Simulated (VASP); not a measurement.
# As2F (P6_3/mmc) in VASP: further runs

The runs below take As2F through single point, with PBE.

Everything below comes from runs of VASP 6.6.1. Logs are shortened: lines on timing, memory, paths and dates and some standing lists are left out, and cuts for length are marked.

## 1. The cell of the first run

The structure is hexagonal, space group P6_3/mmc (No. 194). Conventional cell: a = 3.615 Å, b = 3.615 Å, c = 10.240 Å, α = 90.00°, β = 90.00°, γ = 120.00°. Within 3.3 Å of As (site symmetry 3m) lie 3 As at 2.48 Å and 4 F at 2.81 to 3.23 Å. Within 3.7 Å of F (site symmetry -6m2) lie 8 As at 2.81 to 3.23 Å and 6 F at 3.62 Å.

## 2. Single point, PBE

INCAR reads:

```
SYSTEM = As2F
ALGO = Normal
EDIFF = 1E-6
ENCUT = 520
GGA = PE
ISIF = 2
ISMEAR = 0
LASPH = .TRUE.
LCHARG = .FALSE.
LREAL = .FALSE.
LWAVE = .FALSE.
NBANDS = 26
NELM = 60
PREC = Accurate
SIGMA = 0.1
```

KPOINTS reads:

```
k-points
0
G
  12 12 4
  0 0 0
```

POSCAR reads:

```
As2F
1.0
    3.6151989719      0.0000000000      0.0000000000
   -1.8075994859      3.1308541494      0.0000000000
    0.0000000000      0.0000000000     10.2397427626
As F
4 2
Direct
    0.3333333333      0.6666666667      0.5656928344
    0.6666666667      0.3333333333      0.0656928344
    0.3333333333      0.6666666667      0.9343071656
    0.6666666667      0.3333333333      0.4343071656
    0.3333333333      0.6666666667      0.2500000000
    0.6666666667      0.3333333333      0.7500000000
```

Potentials or basis: VASP PAW PBE potentials, release 64 (As, F).

The run is started by

```bash
$ cat potpaw_PBE.64/As/POTCAR potpaw_PBE.64/F/POTCAR > POTCAR
$ mpirun -np 1 vasp_std > vasp.out
```

OUTCAR:

```text
SYSTEM = As2F
   EDIFF = 1E-6
   ENCUT = 520
   GGA = PE
   ISIF = 2
   ISMEAR = 0
   LASPH = .TRUE.
   LREAL = .FALSE.
   NELM = 60
   PREC = Accurate

 ion  position               nearest neighbor table
   1  0.333  0.667  0.566-   4 2.48   4 2.48   4 2.48
   2  0.667  0.333  0.066-   3 2.48   3 2.48   3 2.48
   3  0.333  0.667  0.934-   2 2.48   2 2.48   2 2.48
   4  0.667  0.333  0.434-   1 2.48   1 2.48   1 2.48
   5  0.333  0.667  0.250-
   6  0.667  0.333  0.750-

  LATTYP: Found a hexagonal cell.
 ALAT       =     3.6151989719
 C/A-ratio  =     2.8324147142

  Lattice vectors:

 A1 = (   3.6151989719,   0.0000000000,   0.0000000000)
 A2 = (  -1.8075994859,   3.1308541494,   0.0000000000)
 A3 = (   0.0000000000,   0.0000000000,  10.2397427626)

Analysis of symmetry for initial positions (statically):
=====================================================================
 Subroutine PRICEL returns:
 Original cell was already a primitive cell.

 Routine SETGRP: Setting up the symmetry group for a
 hexagonal supercell.

 Subroutine GETGRP returns: Found 24 space group operations
 (whereof 12 operations were pure point group operations)
 out of a pool of 24 trial point group operations.

The static configuration has the point symmetry D_3d.
 The point group associated with its full space group is D_6h.

Analysis of symmetry for dynamics (positions and initial velocities):
=====================================================================
 Subroutine PRICEL returns:
 Original cell was already a primitive cell.

 Routine SETGRP: Setting up the symmetry group for a
 hexagonal supercell.

 Subroutine GETGRP returns: Found 24 space group operations
 (whereof 12 operations were pure point group operations)
 out of a pool of 24 trial point group operations.

The dynamic configuration has the point symmetry D_3d.
 The point group associated with its full space group is D_6h.

 Subroutine INISYM returns: Found 24 space group operations
 (whereof 12 operations are pure point group operations),
 and found     1 'primitive' translations

----------------------------------------------------------------------------------------

                                     Primitive cell

  volume of cell :     115.9002

  direct lattice vectors                    reciprocal lattice vectors
     3.615198972  0.000000000  0.000000000     0.276609948  0.159700828  0.000000000
    -1.807599486  3.130854149  0.000000000     0.000000000  0.319401656  0.000000000
     0.000000000  0.000000000 10.239742763     0.000000000  0.000000000  0.097658703

  length of vectors
     3.615198972  3.615198972 10.239742763     0.319401656  0.319401656  0.097658703

  position of ions in fractional coordinates (direct lattice)
     0.333333333  0.666666667  0.565692834
     0.666666667  0.333333333  0.065692834
     0.333333333  0.666666667  0.934307166
     0.666666667  0.333333333  0.434307166
     0.333333333  0.666666667  0.250000000
     0.666666667  0.333333333  0.750000000

  ion indices of the primitive-cell ions
   primitive index   ion index
                 1           1
                 2           2
                 3           3
                 4           4
                 5           5
                 6           6

----------------------------------------------------------------------------------------

 KPOINTS: k-points

Automatic generation of k-mesh.
 Grid dimensions read from file:
 generate k-points for:   12   12    4

 Generating k-lattice:

  Cartesian coordinates                     Fractional coordinates (reciprocal lattice)
     0.023050829  0.013308402  0.000000000     0.083333333  0.000000000  0.000000000
     0.000000000  0.026616805  0.000000000     0.000000000  0.083333333  0.000000000
     0.000000000  0.000000000  0.024414676     0.000000000  0.000000000  0.250000000

  Length of vectors
     0.026616805  0.026616805  0.024414676

  Shift w.r.t. Gamma in fractional coordinates (k-lattice)
     0.000000000  0.000000000  0.000000000

 Subroutine IBZKPT returns following result:
 ===========================================

 Found     57 irreducible k-points:

 Following reciprocal coordinates:
            Coordinates               Weight
  0.000000  0.000000  0.000000      1.000000
  0.083333  0.000000  0.000000      6.000000
  0.166667  0.000000  0.000000      6.000000
  0.250000  0.000000  0.000000      6.000000
  0.333333  0.000000  0.000000      6.000000
  0.416667  0.000000  0.000000      6.000000
[... 16 lines left out ...]
  0.250000  0.000000  0.250000     12.000000
  0.333333  0.000000  0.250000     12.000000
 [... further k-points ...]
   k-points           NKPTS =     57   k-points in BZ     NKDIM =     57   number of bands    NBANDS=     26
   number of dos      NEDOS =    301   number of ions     NIONS =      6
   total plane-waves  NPLWV =  62720
   dimension x,y,z NGX =    28 NGY =   28 NGZ =   80
   dimension x,y,z NGXF=    56 NGYF=   56 NGZF=  160
   ions per type =               4   2
   NGX,Y,Z   is equivalent  to a cutoff of  12.88, 12.88, 12.99 a.u.
   NGXF,Y,Z  is equivalent  to a cutoff of  25.75, 25.75, 25.98 a.u.
 SYSTEM =  As2F
   PREC   = accura    normal or accurate (medium, high low for compatibility)
   ISTART =      0    job   : 0-new  1-cont  2-samecut
   ICHARG =      2    charge: 1-file 2-atom 10-const
   ISPIN  =      1    spin polarized calculation?
   LNONCOLLINEAR =      F non collinear calculations
   LSORBIT =      F    spin-orbit coupling
   LASPH  =      T    aspherical Exc in radial PAW
   ENCUT  =  520.0 eV  38.22 Ry    6.18 a.u.   6.72  6.72 19.04*2*pi/ulx,y,z
   NELM   =     60;   NELMIN=  2; NELMDL= -5     # of ELM steps
   EDIFF  = 0.1E-05   stopping-criterion for ELM
   LREAL  =      F    real-space projection
   EDIFFG = 0.1E-04   stopping-criterion for IOM
   NSW    =      0    number of steps for IOM
   IBRION =     -1    ionic relax: 0-MD 1-quasi-New 2-CG
   NFREE  =      0    steps in history (QN), initial steepest desc. (CG)
   ISIF   =      2    stress and relaxation
   ISYM   =      2    0-nonsym 1-usesym 2-fastsym
   POTIM  = 0.5000    time-step for ionic-motion
   TEBEG  =    0.0;   TEEND  =   0.0 temperature during run
   PSTRESS=    0.0 pullay stress
   NELECT =      34.0000    total number of electrons
   NUPDOWN=      -1.0000    fix difference up-down
   EMIN   =  10.00;   EMAX   =-10.00  energy-range for DOS
   EFERMI =   0.00;   METHOD = LEGACY
   ISMEAR =     0;   SIGMA  =   0.10  broadening in eV -4-tet -1-fermi 0-gaus
   EFERMI_NEDOS =   21; number of points for ismear=-14 and -15
   IALGO  =     38    algorithm
   IMIX   =      4    mixing-type and parameters
     AMIX     =   0.40;   BMIX     =  1.00
     AMIX_MAG =   1.60;   BMIX_MAG =  1.00
  volume/ion in A,a.u.               =      19.32       130.36
  Fermi-wavevector in a.u.,A,eV,Ry     =   1.087777  2.055600 16.099206  1.183258
  Thomas-Fermi vector in A             =   2.223944
   LORBIT       =      0    0 simple, 1 ext, 2 COOP (PROOUT), +10 PAW based schemes
   GGA     = PE    functional components
   LHFCALC =     F    Hartree Fock is set to
   AEXX    =    0.0000 exact exchange contribution
   IVDW    =     0    specifies the selected vdW correction
   LEPSILON=     F    determine dielectric tensor
   LRPA    =     F    only Hartree local field effects (RPA)
 non-spin polarized calculation
 Gauss-broadening in eV      SIGMA  =   0.10
  energy-cutoff  :      520.00
  volume of cell :      115.90
 maximum number of plane-waves:      3170
 NGX is ok and might be reduce to    28
   NGX = 13   NGY = 13   NGZ = 39

 number of electron      34.0000018 magnetization

 Free energy of the ion-electron system (eV)
  ---------------------------------------------------
  ext. energy  EPLUGINS =         0.00000000
  ---------------------------------------------------
  free energy    TOTEN  =       -24.95106058 eV

  energy without entropy =      -24.93051516  energy(sigma->0) =      -24.94078787

 E-fermi :   2.4647     XC(G=0):  -9.4073

 val. band max:        2.4645166110   @ k =   0.2500   0.2500   0.0000
 cond. band min:       2.4674982763   @ k =   0.3333   0.0000   0.5000
 fundamental gap:      0.0029816654
 Fermi energy:         2.4646646570

 k-point     1 :       0.0000    0.0000    0.0000
  band No.  band energies     occupation
      1     -18.4187      2.00000
      2     -18.4049      2.00000
      3     -11.2983      2.00000
      4     -11.2015      2.00000
      5      -4.7551      2.00000
      6      -4.6191      2.00000
[... 18 lines left out ...]
     25      10.4444      0.00000
     26      11.3631      0.00000

 k-point     2 :       0.0833    0.0000    0.0000
  band No.  band energies     occupation
      1     -18.4133      2.00000
      2     -18.4002      2.00000
      3     -11.2067      2.00000
      4     -11.1147      2.00000
      5      -4.7380      2.00000
      6      -4.6627      2.00000
[... 18 lines left out ...]
     25      10.5504      0.00000
     26      11.7206      0.00000

 k-point     3 :       0.1667    0.0000    0.0000
  band No.  band energies     occupation
      1     -18.3978      2.00000
      2     -18.3865      2.00000
      3     -10.9344      2.00000
      4     -10.8566      2.00000
      5      -4.8303      2.00000
      6      -4.7394      2.00000
[... 18 lines left out ...]
     25      10.8135      0.00000
     26      11.0311      0.00000

 k-point     4 :       0.2500    0.0000    0.0000
  band No.  band energies     occupation
      1     -18.3765      2.00000
      2     -18.3674      2.00000
      3     -10.4913      2.00000
      4     -10.4361      2.00000
      5      -5.2171      2.00000
      6      -4.9506      2.00000
[... 18 lines left out ...]
     25      10.6441      0.00000
     26      11.3520      0.00000

 k-point     5 :       0.3333    0.0000    0.0000
  band No.  band energies     occupation
      1     -18.3552      2.00000
      2     -18.3486      2.00000
      3      -9.9035      2.00000
      4      -9.8779      2.00000
      5      -5.8714      2.00000
      6      -5.5758      2.00000
[... 18 lines left out ...]
     25      10.4475      0.00000
     26      11.8624      0.00000

 k-point     6 :       0.4167    0.0000    0.0000
  band No.  band energies     occupation
      1     -18.3393      2.00000
      2     -18.3351      2.00000
      3      -9.2607      2.00000
      4      -9.2544      2.00000
      5      -6.6359      2.00000
      6      -6.4043      2.00000
[... 427 lines left out ...]
 k-point    21 :       0.0833    0.0000    0.2500
  band No.  band energies     occupation
      1     -18.4114      2.00000
      2     -18.4022      2.00000
      3     -11.1934      2.00000
      4     -11.1283      2.00000
      5      -4.7261      2.00000
      6      -4.6729      2.00000
[... 18 lines left out ...]
     25      10.9608      0.00000
     26      11.7527      0.00000

 k-point    22 :       0.1667    0.0000    0.2500
  band No.  band energies     occupation
      1     -18.3960      2.00000
      2     -18.3881      2.00000
      3     -10.9231      2.00000
      4     -10.8681      2.00000
      5      -4.8169      2.00000
      6      -4.7526      2.00000
[... 18 lines left out ...]
     25      11.0088      0.00000
     26      11.1011      0.00000

 k-point    23 :       0.2500    0.0000    0.2500
  band No.  band energies     occupation
      1     -18.3752      2.00000
      2     -18.3687      2.00000
      3     -10.4833      2.00000
      4     -10.4443      2.00000
      5      -5.1815      2.00000
      6      -4.9935      2.00000
[... 18 lines left out ...]
     25      10.8093      0.00000
     26      11.2765      0.00000

 k-point    24 :       0.3333    0.0000    0.2500
  band No.  band energies     occupation
      1     -18.3542      2.00000
      2     -18.3495      2.00000
      3      -9.8998      2.00000
      4      -9.8817      2.00000
      5      -5.8311      2.00000
      6      -5.6224      2.00000
[... 18 lines left out ...]
     25      10.6568      0.00000
     26      11.6904      0.00000

 [... further k-points ...]

------------------------ aborting loop because EDIFF is reached ----------------------------------------

  FORCE on cell =-STRESS in cart. coord.  units (eV):
  Direction    XX          YY          ZZ          XY          YZ          ZX
  --------------------------------------------------------------------------------------
  -------------------------------------------------------------------------------------
  Total        0.0846827      0.0846827      0.0717341      0.0000000      0.0000000      0.0000000
  in kB        1.1706339      1.1706339      0.9916357      0.0000000      0.0000000      0.0000000
  external PRESSURE =       1.1109679 kB  Pullay stress =       0.0000000 kB

 VOLUME and BASIS-vectors are now :
 -----------------------------------------------------------------------------
  energy-cutoff  :      520.00
  volume of cell :      115.90
      direct lattice vectors                 reciprocal lattice vectors
     3.615198972  0.000000000  0.000000000     0.276609948  0.159700828  0.000000000
    -1.807599486  3.130854149  0.000000000     0.000000000  0.319401656  0.000000000
     0.000000000  0.000000000 10.239742763     0.000000000  0.000000000  0.097658703

 POSITION                                       TOTAL-FORCE (eV/Angst)
 -----------------------------------------------------------------------------------
     -0.00000      2.08724      5.79255         0.000000      0.000000      0.072736
      1.80760      1.04362      0.67268        -0.000000      0.000000      0.072736
     -0.00000      2.08724      9.56707         0.000000      0.000000     -0.072736
      1.80760      1.04362      4.44719        -0.000000      0.000000     -0.072736
     -0.00000      2.08724      2.55994        -0.000000     -0.000000     -0.000000
      1.80760      1.04362      7.67981         0.000000     -0.000000     -0.000000
 -----------------------------------------------------------------------------------
    total drift:                               -0.000000      0.000000     -0.000000

  FREE ENERGIE OF THE ION-ELECTRON SYSTEM (eV)
  ---------------------------------------------------
  free  energy   TOTEN  =       -24.9510605767 eV

  energy  without entropy=      -24.9305151568  energy(sigma->0) =      -24.94078787
```

It took 85 s on 1 thread of Intel Xeon 6975P-C (Granite Rapids), shared host; peak memory 0.3 GiB.

What came out:

| Property | Result |
| --- | --- |
| Free energy | -24.9511 eV |
| Pressure | 0.1 GPa |
| Largest force | 0.073 eV/Å |
| Band gap on the k mesh | zero (bands 17 and 18 overlap by 1.26 eV) |

Forces on the atoms (eV/Å):
```
As   0.000  0.000  0.073
As   0.000  0.000  0.073
As   0.000  0.000 -0.073
As   0.000  0.000 -0.073
F    0.000  0.000  0.000
F    0.000  0.000  0.000
```

Levels at points of the mesh, in eV from the Fermi level:
| k point | band 14 | band 15 | band 16 | band 17 | band 18 | band 19 | band 20 | band 21 |
| --- | --- | --- | --- | --- | --- | --- | --- | --- |
| (0.00, 0.00, 0.00) | -0.34 | -0.34 | -0.16 | -0.16 | 1.68 | 2.03 | 2.99 | 3.26 |
| (0.50, 0.00, 0.00) | -2.18 | -1.34 | -1.19 | -0.69 | -0.05 | 2.30 | 2.31 | 3.40 |
| (0.00, 0.00, 0.50) | -0.25 | -0.25 | -0.25 | 0.43 | 0.43 | 2.67 | 2.67 | 3.32 |
| (0.50, 0.00, 0.50) | -1.89 | -1.64 | -1.64 | -0.33 | -0.33 | 2.29 | 2.29 | 4.20 |

(Part 1 of 2 ends here.)
